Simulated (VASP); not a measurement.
# Pb (Fm-3m) in VASP: density of states with PBE

Aim: the density of states of Pb with PBE.

All numbers are computed with VASP 6.6.1; they aren't measurements. Logs are shortened: lines on timing, memory, paths and dates and some standing lists are left out, and cuts for length are marked.

### Step 1. The cell of the first run

Symmetry: Fm-3m, No. 225, cubic system. The conventional cell has a = 5.041 Å, b = 5.041 Å, c = 5.041 Å, α = 90.00°, β = 90.00°, γ = 90.00°. Pb (site symmetry m-3m) has 12 Pb at 3.56 Å within 4.7 Å.

### Step 2. Density of states, PBE

Input file POSCAR:

```
Pb
1.0
    0.0000000000      2.5202669202      2.5202669202
    2.5202669202      0.0000000000      2.5202669202
    2.5202669202      2.5202669202      0.0000000000
Pb
1
Direct
    0.0000000000      0.0000000000      0.0000000000
```

Input file INCAR.step1:

```
SYSTEM = Pb
  PREC = Accurate
  ENCUT = 400
  EDIFF = 1E-6
  ISMEAR = -1
  SIGMA = 0.05
  LREAL = .False.
  LASPH = .True.
  NELM = 120
  ALGO = Normal
  ISIF = 2
  LWAVE = .False.
  LCHARG = .True.
  GGA = PE
  NBANDS = 13
  GGA_COMPAT = .False.
  NEDOS = 2001
  LORBIT = 11
```

Input file KPOINTS.step1:

```
Automatic mesh
0
Gamma
  14 14 14
  0 0 0
```

Input file INCAR.step2:

```
SYSTEM = Pb
  PREC = Accurate
  ENCUT = 400
  EDIFF = 1E-6
  ISMEAR = -5
  SIGMA = 0.05
  LREAL = .False.
  LASPH = .True.
  NELM = 120
  ALGO = Normal
  ISIF = 2
  LWAVE = .False.
  LCHARG = .False.
  GGA = PE
  LORBIT = 11
  NBANDS = 13
  NEDOS = 2001
  ICHARG = 11
  GGA_COMPAT = .False.
```

Input file KPOINTS.step2:

```
Automatic mesh
0
Gamma
  21 21 21
  0 0 0
```

Potentials or basis: VASP PAW PBE potentials, release 64 (Pb_d).

Command:

```bash
> cat potpaw_PBE.64/Pb_d/POTCAR > POTCAR
> cp INCAR.step1 INCAR
> cp KPOINTS.step1 KPOINTS
> mpirun -np 1 vasp_std > vasp.out
> cp INCAR.step2 INCAR
> cp KPOINTS.step2 KPOINTS
> mpirun -np 1 vasp_std > vasp.out
```

OUTCAR:

```text
SYSTEM = Pb
   PREC = Accurate
   ENCUT = 400
   EDIFF = 1E-6
   ISMEAR = -5
   LREAL = .False.
   LASPH = .True.
   NELM = 120
   ISIF = 2
   GGA = PE
   LORBIT = 11
   ICHARG = 11

 ion  position               nearest neighbor table
   1  0.000  0.000  0.000-

  LATTYP: Found a face centered cubic cell.
 ALAT       =     5.0405338404

  Lattice vectors:

 A1 = (   0.0000000000,   2.5202669202,   2.5202669202)
 A2 = (   2.5202669202,   0.0000000000,   2.5202669202)
 A3 = (   2.5202669202,   2.5202669202,   0.0000000000)

Analysis of symmetry for initial positions (statically):
=====================================================================
 Subroutine PRICEL returns:
 Original cell was already a primitive cell.

 Routine SETGRP: Setting up the symmetry group for a
 face centered cubic supercell.

 Subroutine GETGRP returns: Found 48 space group operations
 (whereof 48 operations were pure point group operations)
 out of a pool of 48 trial point group operations.

The static configuration has the point symmetry O_h .

Analysis of symmetry for dynamics (positions and initial velocities):
=====================================================================
 Subroutine PRICEL returns:
 Original cell was already a primitive cell.

 Routine SETGRP: Setting up the symmetry group for a
 face centered cubic supercell.

 Subroutine GETGRP returns: Found 48 space group operations
 (whereof 48 operations were pure point group operations)
 out of a pool of 48 trial point group operations.

The dynamic configuration has the point symmetry O_h .

 Subroutine INISYM returns: Found 48 space group operations
 (whereof 48 operations are pure point group operations),
 and found     1 'primitive' translations

----------------------------------------------------------------------------------------

                                     Primitive cell

  volume of cell :      32.0162

  direct lattice vectors                    reciprocal lattice vectors
     0.000000000  2.520266920  2.520266920    -0.198391685  0.198391685  0.198391685
     2.520266920  0.000000000  2.520266920     0.198391685 -0.198391685  0.198391685
     2.520266920  2.520266920  0.000000000     0.198391685  0.198391685 -0.198391685

  length of vectors
     3.564195659  3.564195659  3.564195659     0.343624478  0.343624478  0.343624478

  position of ions in fractional coordinates (direct lattice)
     0.000000000  0.000000000  0.000000000

  ion indices of the primitive-cell ions
   primitive index   ion index
                 1           1

----------------------------------------------------------------------------------------

 KPOINTS: Automatic mesh

Automatic generation of k-mesh.
 Grid dimensions read from file:
 generate k-points for:   21   21   21

 Generating k-lattice:

  Cartesian coordinates                     Fractional coordinates (reciprocal lattice)
    -0.009447223  0.009447223  0.009447223     0.047619048  0.000000000  0.000000000
     0.009447223 -0.009447223  0.009447223     0.000000000  0.047619048  0.000000000
     0.009447223  0.009447223 -0.009447223     0.000000000  0.000000000  0.047619048

  Length of vectors
     0.016363070  0.016363070  0.016363070

  Shift w.r.t. Gamma in fractional coordinates (k-lattice)
     0.000000000  0.000000000  0.000000000

 TETIRR: Found   1276 inequivalent tetrahedra from    55566

 Subroutine IBZKPT returns following result:
 ===========================================

 Found    286 irreducible k-points:

 Following reciprocal coordinates:
            Coordinates               Weight
  0.000000  0.000000  0.000000      1.000000
  0.047619  0.000000  0.000000      8.000000
  0.095238  0.000000  0.000000      8.000000
  0.142857  0.000000  0.000000      8.000000
  0.190476  0.000000  0.000000      8.000000
  0.238095  0.000000  0.000000      8.000000
[... 16 lines left out ...]
 -0.428571  0.047619  0.000000     24.000000
 -0.380952  0.047619  0.000000     24.000000
 [... further k-points ...]
   k-points           NKPTS =    286   k-points in BZ     NKDIM =    286   number of bands    NBANDS=     13
   number of dos      NEDOS =   2001   number of ions     NIONS =      1
   total plane-waves  NPLWV =  13824
   dimension x,y,z NGX =    24 NGY =   24 NGZ =   24
   dimension x,y,z NGXF=    48 NGYF=   48 NGZF=   48
   ions per type =               1
   NGX,Y,Z   is equivalent  to a cutoff of  11.19, 11.19, 11.19 a.u.
   NGXF,Y,Z  is equivalent  to a cutoff of  22.39, 22.39, 22.39 a.u.
 SYSTEM =  Pb
   PREC   = accura    normal or accurate (medium, high low for compatibility)
   ISTART =      0    job   : 0-new  1-cont  2-samecut
   ICHARG =     11    charge: 1-file 2-atom 10-const
   ISPIN  =      1    spin polarized calculation?
   LNONCOLLINEAR =      F non collinear calculations
   LSORBIT =      F    spin-orbit coupling
   LASPH  =      T    aspherical Exc in radial PAW
   ENCUT  =  400.0 eV  29.40 Ry    5.42 a.u.   5.81  5.81  5.81*2*pi/ulx,y,z
   NELM   =    120;   NELMIN=  2; NELMDL=  0     # of ELM steps
   EDIFF  = 0.1E-05   stopping-criterion for ELM
   LREAL  =      F    real-space projection
   EDIFFG = 0.1E-04   stopping-criterion for IOM
   NSW    =      0    number of steps for IOM
   IBRION =     -1    ionic relax: 0-MD 1-quasi-New 2-CG
   NFREE  =      0    steps in history (QN), initial steepest desc. (CG)
   ISIF   =      2    stress and relaxation
   ISYM   =      2    0-nonsym 1-usesym 2-fastsym
   POTIM  = 0.5000    time-step for ionic-motion
   TEBEG  =    0.0;   TEEND  =   0.0 temperature during run
   PSTRESS=    0.0 pullay stress
   NELECT =      14.0000    total number of electrons
   NUPDOWN=      -1.0000    fix difference up-down
   EMIN   =  10.00;   EMAX   =-10.00  energy-range for DOS
   EFERMI =   0.00;   METHOD = LEGACY
   ISMEAR =    -5;   SIGMA  =   0.05  broadening in eV -4-tet -1-fermi 0-gaus
   EFERMI_NEDOS =   21; number of points for ismear=-14 and -15
   IALGO  =     38    algorithm
   IMIX   =      4    mixing-type and parameters
     AMIX     =   0.40;   BMIX     =  1.00
     AMIX_MAG =   1.60;   BMIX_MAG =  1.00
  volume/ion in A,a.u.               =      32.02       216.06
  Fermi-wavevector in a.u.,A,eV,Ry     =   1.242589  2.348153 21.007781  1.544028
  Thomas-Fermi vector in A             =   2.376937
   LORBIT       =     11    0 simple, 1 ext, 2 COOP (PROOUT), +10 PAW based schemes
   GGA     = PE    functional components
   LHFCALC =     F    Hartree Fock is set to
   AEXX    =    0.0000 exact exchange contribution
   IVDW    =     0    specifies the selected vdW correction
   LEPSILON=     F    determine dielectric tensor
   LRPA    =     F    only Hartree local field effects (RPA)
 non-spin polarized calculation
 Fermi weights with tetrahedron method with Bloechl corrections
  energy-cutoff  :      400.00
  volume of cell :       32.02
 maximum number of plane-waves:       592

 number of electron      14.0000002 magnetization

 Free energy of the ion-electron system (eV)
  ---------------------------------------------------
  ext. energy  EPLUGINS =         0.00000000
  ---------------------------------------------------
  free energy    TOTEN  =        -3.56439584 eV

  energy without entropy =       -3.56439584  energy(sigma->0) =       -3.56439584

 E-fermi :   6.7239     XC(G=0):  -9.9267

 val. band max:        6.7486160762   @ k =   0.3810   0.2857   0.0476
 cond. band min:       6.6878298095   @ k =  -0.4286   0.3810   0.1905
 fundamental gap:     -0.0607862666
 Fermi energy:         6.7239487298

 k-point     1 :       0.0000    0.0000    0.0000
  band No.  band energies     occupation
      1     -10.3482      2.00000
      2     -10.3482      2.00000
      3     -10.3482      2.00000
      4     -10.2295      2.00000
      5     -10.2295      2.00000
      6      -4.7090      2.00000
      7      13.6838      0.00000
      8      13.6838      0.00000
      9      13.6838      0.00000
     10      16.4121      0.00000
     11      17.3408      0.00000
     12      18.7821      0.00000
     13      18.7821      0.00000

 k-point     2 :       0.0476    0.0000    0.0000
  band No.  band energies     occupation
      1     -10.3482      2.00000
      2     -10.3453      2.00000
      3     -10.3453      2.00000
      4     -10.2299      2.00000
      5     -10.2299      2.00000
      6      -4.6678      2.00000
      7      13.1180      0.00000
      8      13.6309      0.00000
      9      13.6309      0.00000
     10      16.2592      0.00000
     11      17.6518      0.00000
     12      18.8764      0.00000
     13      18.8764      0.00000

 k-point     3 :       0.0952    0.0000    0.0000
  band No.  band energies     occupation
      1     -10.3482      2.00000
      2     -10.3375      2.00000
      3     -10.3375      2.00000
      4     -10.2299      2.00000
      5     -10.2299      2.00000
      6      -4.5442      2.00000
      7      11.8945      0.00000
      8      13.4844      0.00000
      9      13.4844      0.00000
     10      16.0061      0.00000
     11      18.2211      0.00000
     12      19.1384      0.00000
     13      19.1384      0.00000
[... 305 lines left out ...]
 k-point    23 :      -0.4286    0.0476    0.0000
  band No.  band energies     occupation
      1     -10.3617      2.00000
      2     -10.3369      2.00000
      3     -10.3327      2.00000
      4     -10.1253      2.00000
      5     -10.1203      2.00000
      6      -1.5947      2.00000
      7       3.1406      2.00000
      8      11.4796      0.00000
      9      12.0360      0.00000
     10      15.6431      0.00000
     11      16.0388      0.00000
     12      17.6691      0.00000
     13      18.2607      0.00000

 k-point    24 :      -0.3810    0.0476    0.0000
  band No.  band energies     occupation
      1     -10.3597      2.00000
      2     -10.3325      2.00000
      3     -10.3293      2.00000
      4     -10.1418      2.00000
      5     -10.1295      2.00000
      6      -2.0381      2.00000
      7       3.8794      2.00000
      8      11.4894      0.00000
      9      12.2379      0.00000
     10      15.6457      0.00000
     11      16.2317      0.00000
     12      17.7102      0.00000
     13      18.5013      0.00000

 [... further k-points ...]

------------------------ aborting loop because EDIFF is reached ----------------------------------------

  FORCE on cell =-STRESS in cart. coord.  units (eV):
  Direction    XX          YY          ZZ          XY          YZ          ZX
  --------------------------------------------------------------------------------------
  -------------------------------------------------------------------------------------
  Total       -0.0170168     -0.0170168     -0.0170168      0.0000000     -0.0000000     -0.0000000
  in kB       -0.8515670     -0.8515670     -0.8515670      0.0000000     -0.0000000     -0.0000000
  external PRESSURE =      -0.8515670 kB  Pullay stress =       0.0000000 kB

 VOLUME and BASIS-vectors are now :
 -----------------------------------------------------------------------------
  energy-cutoff  :      400.00
  volume of cell :       32.02
      direct lattice vectors                 reciprocal lattice vectors
     0.000000000  2.520266920  2.520266920    -0.198391685  0.198391685  0.198391685
     2.520266920  0.000000000  2.520266920     0.198391685 -0.198391685  0.198391685
     2.520266920  2.520266920  0.000000000     0.198391685  0.198391685 -0.198391685

 POSITION                                       TOTAL-FORCE (eV/Angst)
 -----------------------------------------------------------------------------------
      0.00000      0.00000      0.00000        -0.000000      0.000000      0.000000
 -----------------------------------------------------------------------------------
    total drift:                                0.000000     -0.000000     -0.000000

  FREE ENERGIE OF THE ION-ELECTRON SYSTEM (eV)
  ---------------------------------------------------
  free  energy   TOTEN  =        -3.5643958394 eV

  energy  without entropy=       -3.5643958394  energy(sigma->0) =       -3.56439584

 total charge

# of ion       s       p       d       tot
------------------------------------------
    1        1.404   0.721   9.807  11.932
```

Wall time 1.9 min (1 thread of AMD EPYC 7R13, shared host); peak memory 0.16 GiB.

Results:

| Quantity | Value |
| --- | --- |
| Valence electrons inside the program's atomic spheres | Pb 11.93 |

Caveat: spin-orbit coupling is left out, which moves the levels of the heavy elements; tetrahedron occupations give inexact forces and stress in metals.
